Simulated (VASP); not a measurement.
The system is Ni.

```
CELL_PARAMETERS angstrom
1.21298 -3.40052 0.00000
1.21298 3.40052 0.00000
0.00000 0.00000 2.65182
ATOMIC_POSITIONS crystal
Ni 0.86700 0.13300 0.25000
Ni 0.13300 0.86700 0.75000
```

```yaml
Program: VASP 6.6.1
Task: relaxation of cell and atoms
Functional: PBE
Potentials_or_basis: VASP PAW PBE potentials, release 64 (Ni)
Cutoff: 600 eV
k_mesh: 8 × 8 × 6
Occupations: gaussian, width 0.1 eV
Spin: collinear spin, ferromagnetic start
Starting_moments: "[0.73, 0.73] μB"
```

At the start: pressure 12.8 GPa; volume 10.94 Å³/atom.

**Question.** How do energy, volume and symmetry change on relaxing?

**Answer.** Over 9 steps the energy falls by 121.1 meV/atom and the volume is 11.48 Å³/atom (+5.0 %); space group Cmcm (No. 63, to 0.05 Å); moment 1.36 μB per cell.

The path:
| step | energy change (eV) | largest force (eV/Å) | pressure (GPa) | volume (Å³) |
| --- | --- | --- | --- | --- |
| 1 | 0.0000 | 0.7989 | 12.82 | 21.88 |
| 2 | -0.1024 | 0.1957 | -9.27 | 24.73 |
| 3 | -0.1271 | 0.0082 | -3.70 | 23.76 |
| 4 | -0.1932 | 0.2659 | -1.92 | 23.40 |
| 5 | -0.2254 | 0.4786 | 0.65 | 23.02 |
| 6 | -0.2263 | 0.5265 | 1.52 | 22.92 |
| 7 | -0.2354 | 0.0353 | -1.16 | 23.16 |
| 8 | -0.2379 | 0.1770 | -0.47 | 23.08 |
| 9 | -0.2421 | 0.0392 | 0.09 | 22.96 |

Final structure:
```yaml
crystal:
  lattice:
    - [1.21760, -3.83272, 0.00000]
    - [1.21760, 3.83272, 0.00000]
    - [0.00000, 0.00000, 2.46015]
  atoms:
    - { symbol: Ni, position: [0.86469, 0.13531, 0.25000] }
    - { symbol: Ni, position: [0.13531, 0.86469, 0.75000] }
```

Caveat: the k points lie up to 0.43 Å⁻¹ apart in the final cell.
